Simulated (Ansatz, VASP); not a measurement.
## MgO in VASP and in Ansatz

```
Mg O
1.0
     0.05634    2.10217    2.10217
     2.10217    0.05634    2.10217
     2.15851    2.15851    0.00000
Mg O
1 1
Direct
  0.00000 0.00000 0.00000
  0.50000 0.50000 0.50000
```

Change from the starting cell: shear_xy strain +5.4%.

Alike in both runs: task single point; functional r2SCAN; k mesh 10 × 10 × 10; no spin polarisation.

|  | VASP | Ansatz |
| --- | --- | --- |
| version | VASP 6.6.1 | Ansatz 0.2.0 |
| potentials or method | VASP PAW PBE potentials, release 64 (Mg, O) | plane waves, PAW |
| plane-wave cutoff (eV) | 520 | 500 |
| occupations | gaussian, width 0.01 eV | fixed |
| valence electrons in the cell | 8 | 16 |

Ansatz gave:

- gap on the k mesh at the Fermi level (eV): 5.44
- pressure (GPa): 0.2
- traceless stress, the component that is largest in VASP (GPa): -8.43

Estimate VASP's values.

gap on the k mesh at the Fermi level (eV): 5.41; pressure (GPa): -1.0; traceless stress, the component that is largest in VASP (GPa): -8.49.

VASP's potentials were made for PBE, not for r2SCAN. VASP's potentials hold 8 valence electrons a cell and Ansatz's 16, so a difference there can come from the potentials and not from the codes.
